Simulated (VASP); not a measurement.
# Ge (R-3m) in VASP: a series of runs, part 2 of 2

VASP 6.6.1.

## (4) Electric field gradients, LDA (equal xy, yz and zx shear strains of +3 %)

Input file INCAR:

```
SYSTEM = Ge
ALGO     = Normal         ! electronic algorithm
EDIFF    = 1E-8           ! SCF threshold, eV
ENCUT    = 520            ! plane-wave cutoff, eV
GGA      = CA             ! functional
ISIF     = 2              ! what is computed and relaxed
ISMEAR   = -1             ! smearing method
LASPH    = .True.         ! aspherical terms in the spheres
LCHARG   = .False.        ! write CHGCAR
LEFG     = .True.       
LREAL    = .False.        ! projectors in reciprocal space
LWAVE    = .False.        ! write WAVECAR
NBANDS   = 21             ! bands
NELM     = 100            ! most SCF steps
PREC     = Accurate       ! precision mode
SIGMA    = 0.05           ! smearing width, eV
```

Input file KPOINTS:

```
k-points
0
Gamma
  10 10 10
  0 0 0
```

Input file POSCAR:

```
Ge
1.0
    0.0848631000      2.8712015500      2.8712015500
    2.8712015500      0.0848631000      2.8712015500
    2.8712015500      2.8712015500      0.0848631000
Ge
2
Direct
    0.5000000000      0.5000000000      0.5000000000
    0.7500000000      0.7500000000      0.7500000000
```

Potentials or basis: VASP PAW LDA potentials, release 64 (Ge_d).

Run with:

```console
cat potpaw_LDA.64/Ge_d/POTCAR > POTCAR
mpirun -np 1 vasp_std > vasp.out
```

OUTCAR:

```text
SYSTEM = Ge
   EDIFF = 1E-8
   ENCUT = 520
   GGA = CA
   ISIF = 2
   ISMEAR = -1
   LASPH = .True.
   LREAL = .False.
   NELM = 100
   PREC = Accurate

 ion  position               nearest neighbor table
   1  0.500  0.500  0.500-   2 2.43   2 2.43   2 2.43   2 2.52
   2  0.750  0.750  0.750-   1 2.43   1 2.43   1 2.43   1 2.52

  LATTYP: Found a trigonal (rhomboedric) cell.
 ALAT       =     4.0613788825
 COS(alpha) =     0.5293254421

  Lattice vectors:

 A1 = (   0.0848631000,   2.8712015500,   2.8712015500)
 A2 = (   2.8712015500,   0.0848631000,   2.8712015500)
 A3 = (   2.8712015500,   2.8712015500,   0.0848631000)

Analysis of symmetry for initial positions (statically):
=====================================================================
 Subroutine PRICEL returns:
 Original cell was already a primitive cell.

 Routine SETGRP: Setting up the symmetry group for a
 trigonal (rhombohedral) supercell.

 Subroutine GETGRP returns: Found 12 space group operations
 (whereof  6 operations were pure point group operations)
 out of a pool of 12 trial point group operations.

The static configuration has the point symmetry C_3v.
 The point group associated with its full space group is D_3d.

Analysis of symmetry for dynamics (positions and initial velocities):
=====================================================================
 Subroutine PRICEL returns:
 Original cell was already a primitive cell.

 Routine SETGRP: Setting up the symmetry group for a
 trigonal (rhombohedral) supercell.

 Subroutine GETGRP returns: Found 12 space group operations
 (whereof  6 operations were pure point group operations)
 out of a pool of 12 trial point group operations.
[... 157 lines left out ...]
  band No.  band energies     occupation
      1     -20.2281      2.00000
      2     -20.2281      2.00000
      3     -20.1820      2.00000
      4     -20.1757      2.00000
      5     -20.1757      2.00000
      6     -19.9942      2.00000
[... 565 lines left out ...]
     20      16.1762      0.00000
     21      16.5946      0.00000

 [... further k-points ...]

------------------------ aborting loop because EDIFF is reached ----------------------------------------

  FORCE on cell =-STRESS in cart. coord.  units (eV):
  Direction    XX          YY          ZZ          XY          YZ          ZX
  --------------------------------------------------------------------------------------
  -------------------------------------------------------------------------------------
  Total       -0.2442316     -0.2442316     -0.2442316     -0.6387582     -0.6387582     -0.6387582
  in kB       -8.6492792     -8.6492792     -8.6492792    -22.6211407    -22.6211407    -22.6211407
  external PRESSURE =      -8.6492792 kB  Pullay stress =       0.0000000 kB

 VOLUME and BASIS-vectors are now :
 -----------------------------------------------------------------------------
  energy-cutoff  :      520.00
  volume of cell :       45.24
      direct lattice vectors                 reciprocal lattice vectors
     0.084863100  2.871201550  2.871201550    -0.182060278  0.176833667  0.176833667
     2.871201550  0.084863100  2.871201550     0.176833667 -0.182060278  0.176833667
     2.871201550  2.871201550  0.084863100     0.176833667  0.176833667 -0.182060278

 POSITION                                       TOTAL-FORCE (eV/Angst)
 -----------------------------------------------------------------------------------
      2.91363      2.91363      2.91363         0.204793      0.204793      0.204793
      4.37045      4.37045      4.37045        -0.204793     -0.204793     -0.204793
 -----------------------------------------------------------------------------------
    total drift:                                0.000000     -0.000000     -0.000000

  FREE ENERGIE OF THE ION-ELECTRON SYSTEM (eV)
  ---------------------------------------------------
  free  energy   TOTEN  =       -10.3573354784 eV

  energy  without entropy=      -10.3562753255  energy(sigma->0) =      -10.35680540

 Electric field gradients (V/A^2)
---------------------------------------------------------------------
 ion       V_xx      V_yy      V_zz      V_xy      V_xz      V_yz
---------------------------------------------------------------------
   1      -0.000    -0.000     0.000    14.497    14.497    14.497
   2      -0.000    -0.000     0.000    14.497    14.497    14.497
---------------------------------------------------------------------

 Electric field gradients after diagonalization (V/A^2)
 (convention: |V_zz| > |V_xx| > |V_yy|)
----------------------------------------------------------------------
 ion       V_xx      V_yy      V_zz     asymmetry (V_yy - V_xx)/ V_zz
----------------------------------------------------------------------
   1     -14.497   -14.497    28.993       0.000
   2     -14.497   -14.497    28.993       0.000
----------------------------------------------------------------------

           NMR quadrupolar parameters

 Cq : quadrupolar parameter    Cq=e*Q*V_zz/h
 eta: asymmetry parameters     (V_yy - V_xx)/ V_zz
 Q  : nuclear electric quadrupole moment in mb (millibarn)
----------------------------------------------------------------------
 ion       Cq(MHz)       eta       Q (mb)
----------------------------------------------------------------------
   1       0.070       0.000       1.000
   2       0.070       0.000       1.000
----------------------------------------------------------------------
```

OSZICAR:

```text
N       E                     dE             d eps       ncg     rms          rms(c)
DAV:   1     0.192841286090E+03    0.19284E+03   -0.14683E+04  5428   0.359E+03
DAV:   2     0.176469286879E+02   -0.17519E+03   -0.16972E+03  4897   0.616E+02
DAV:   3    -0.960382526728E+01   -0.27251E+02   -0.27084E+02  5647   0.144E+02
DAV:   4    -0.105194166599E+02   -0.91559E+00   -0.91518E+00  5402   0.311E+01
DAV:   5    -0.105342613342E+02   -0.14845E-01   -0.14844E-01  5577   0.435E+00    0.330E+00
DAV:   6    -0.104155966825E+02    0.11866E+00   -0.37937E-02  5327   0.167E+00    0.189E+00
DAV:   7    -0.103566604559E+02    0.58936E-01   -0.76323E-02  5319   0.209E+00    0.145E-01
DAV:   8    -0.103573127788E+02   -0.65232E-03   -0.65433E-03  5582   0.912E-01    0.528E-02
DAV:   9    -0.103573349741E+02   -0.22195E-04   -0.15748E-04  5912   0.148E-01    0.217E-02
DAV:  10    -0.103573356981E+02   -0.72392E-06   -0.14517E-05  6917   0.448E-02    0.482E-03
DAV:  11    -0.103573354949E+02    0.20319E-06   -0.17645E-06  5402   0.104E-02    0.116E-03
DAV:  12    -0.103573354806E+02    0.14234E-07   -0.17869E-07  5723   0.287E-03    0.549E-04
DAV:  13    -0.103573354784E+02    0.22019E-08   -0.94570E-09  3680   0.148E-03
   1 F= -.10357335E+02 E0= -.10356805E+02  d E =-.106015E-02
```

Run time: 44 s. Hardware: 1 thread of Intel Xeon 6975P-C (Granite Rapids), shared host; peak memory 0.2 GiB.

What came out:

- Free energy: -10.3573 eV
- Pressure: -0.9 GPa
- Largest force: 0.355 eV/Å
- Band gap on the k mesh: zero (band 14 reaches 4.76 eV, above the bottom of band 15 at 4.67 eV)

Forces in eV/Å, atoms in the order of the input:
```
Ge   0.205  0.205  0.205
Ge  -0.205 -0.205 -0.205
```

Stress tensor (GPa, compression positive):
```
-0.86 -2.26 -2.26
-2.26 -0.86 -2.26
-2.26 -2.26 -0.86
```

Electric field gradients, principal values (V/Å²):
```csv
atom,least,middle,greatest (by size)
1 Ge,-14.497,-14.497,28.993
2 Ge,-14.497,-14.497,28.993
```

Caveat: the cell differs from its parent crystal (equal xy, yz and zx shear strains of +3 %); without QUAD_EFG the Cq values of the log hold for a quadrupole moment of 1 mb, not for the nuclei.
